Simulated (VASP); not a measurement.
Write the native input for VASP 6.6.1 that does the following.

* Task: single point
* Functional: PBE
* Potentials or basis: VASP PAW PBE potentials, release 64 (Zn, Se)
* Cutoff: 520 eV
* k mesh: 6 × 6 × 10
* Occupations: gaussian, width 0.1 eV
* Spin: no spin polarisation
* Dipole correction: no
* Further INCAR settings: ALGO = Normal; EDIFF = 1e-07; NBANDS = 30

The structure of ZnSe5 lies in POSCAR:

```
ZnSe5
1.0
    6.4001365621      0.0000000000      0.0000000000
   -3.2000682811      5.5426808505      0.0000000000
    0.0000000000      0.0000000000      3.6653846619
Zn Se
1 5
Direct
    0.0000000000      0.0000000000      0.5000000000
    0.6810913863      0.0000000000      0.0000000000
    0.6666666667      0.3333333333      0.5000000000
    0.3189086137      0.3189086137      0.0000000000
    0.3333333333      0.6666666667      0.5000000000
    0.0000000000      0.6810913863      0.0000000000
```

These files were run (other wordings do the same):

INCAR

```
PREC = Accurate
ENCUT = 520
EDIFF = 1E-7
ISMEAR = 0
SIGMA = 0.1
LREAL = False
LASPH = True
NELM = 80
ALGO = Normal
ISIF = 2
LWAVE = False
LCHARG = False
GGA = PE
NBANDS = 30
```

KPOINTS

```
regular mesh
0
Gamma
  6 6 10
```

Potentials or basis: VASP PAW PBE potentials, release 64 (Zn, Se).

Launch:

```console
$ cat potpaw_PBE.64/Zn/POTCAR potpaw_PBE.64/Se/POTCAR > POTCAR
$ mpirun -np 1 vasp_std > vasp.out
```

Results of the run:

```
Pressure               : 0.1 GPa
Largest force          : 0.008 eV/Å
Band gap on the k mesh : zero (band 21 reaches 4.95 eV, above the bottom of band 22 at 3.39 eV)
```

It took 71 s on 1 thread of Intel(R) Xeon(R) 6975P-C (Granite Rapids) (shared host), peak memory 0.32 GiB.
